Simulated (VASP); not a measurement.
Write the native input for VASP 6.6.1 that does the following.

```yaml
Task: electric field gradients
Functional: LDA
Potentials_or_basis: VASP PAW LDA potentials, release 64 (Sn_d, Te)
Cutoff: 520 eV
k_mesh: 11 × 11 × 11
Occupations: fermi-dirac, width 0.08 eV
Spin: no spin polarisation
Dipole_correction: no
Further_INCAR_settings: ALGO = Normal; EDIFF = 1e-08; NBANDS = 17
```

The structure of SnTe lies in POSCAR:

```
SnTe
1.0
    0.0000000000      3.1029896626      3.1029896626
    3.1029896626      0.0000000000      3.1029896626
    3.1029896626      3.1029896626      0.0000000000
Sn Te
1 1
Direct
    0.0000000000      0.0000000000      0.0000000000
    0.5000000000      0.5000000000      0.5000000000
```

This cell differs from its parent crystal: volume scaled by 0.95.

One way to write it, as run:

INCAR

```
PREC = Accurate
ENCUT = 520
EDIFF = 1E-8
ISMEAR = -1
SIGMA = 0.08
LREAL = F
LASPH = T
NELM = 60
ALGO = Normal
ISIF = 2
LWAVE = F
LCHARG = F
LEFG = T
NBANDS = 17
```

KPOINTS

```
Automatic mesh
0
Gamma
  11 11 11
```

Potentials or basis: VASP PAW LDA potentials, release 64 (Sn_d, Te).

The run is started by

```bash
$ cat potpaw_LDA.64/Sn_d/POTCAR potpaw_LDA.64/Te/POTCAR > POTCAR
$ mpirun -np 1 vasp_std > vasp.out
```

Results of the run:

```json
{
  "Pressure": "0.8 GPa"
}
```

Caveat: without QUAD_EFG the Cq values of the log hold for a quadrupole moment of 1 mb, not for the nuclei.

Run time: 67 s on 1 thread of Intel Xeon 6975P-C (shared host), peak memory 0.21 GiB.
